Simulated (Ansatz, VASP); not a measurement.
**KF in VASP and in Ansatz**

File INCAR:

```
PREC = Accurate
ENCUT = 520
EDIFF = 1E-6
ISMEAR = 0
SIGMA = 0.05
LREAL = False
LASPH = True
NELM = 60
ALGO = Normal
ISIF = 2
LWAVE = False
LCHARG = False
GGA = PE
NBANDS = 15
```

File KPOINTS:

```
Automatic mesh
0
Gamma
  8 8 8
```

File POSCAR:

```
KF
1.0
   -0.1158509305      2.6824807236      2.6824807236
    2.6824807236     -0.1158509305      2.6824807236
    2.6824807236      2.6824807236     -0.1158509305
K F
1 1
Direct
    0.0000000000      0.0000000000      0.0000000000
    0.5000000000      0.5000000000      0.5000000000
```

Input for Ansatz:

```yaml
crystal:
  lattice:
    - [-0.1158509305, 2.6824807236, 2.6824807236]
    - [2.6824807236, -0.1158509305, 2.6824807236]
    - [2.6824807236, 2.6824807236, -0.1158509305]
  atoms:
    - { symbol: K, position: [0.0, 0.0, 0.0] }
    - { symbol: F, position: [0.5, 0.5, 0.5] }
basis:
  ecutwfc: 520.0
kpoints:
  mp_grid: { grid: [8, 8, 8] }
hamiltonian:
  xc: pbe
scf:
  occupations: { method: gaussian, width: 0.05 }
output:
  forces: true
  stress: true
  eigenvalues: true
```

Alike in both runs: task single point; functional PBE; k mesh 8 × 8 × 8; occupations gaussian, width 0.05 eV; no spin polarisation.

```csv
,VASP,Ansatz
version,VASP 6.6.1,Ansatz 0.2.0
potentials or method,"VASP PAW PBE potentials, release 64 (K_sv, F), cutoff 520 eV","scalar-relativistic, plane waves, PAW"
valence electrons in the cell,16,16
```

Ansatz gave:

```
gap on the k mesh at the Fermi level (eV)                     : 5.75
least direct gap on the mesh (eV)                             : 5.75
pressure (GPa)                                                : -0.9
traceless stress, the component that is largest in VASP (GPa) : 0.52
```

Q: Which values does VASP return?

A: gap on the k mesh at the Fermi level (eV): 5.73; least direct gap on the mesh (eV): 5.73; pressure (GPa): -0.9; traceless stress, the component that is largest in VASP (GPa): 0.52.

With one functional, cell and mesh, what is left measures potentials, basis and numerics.
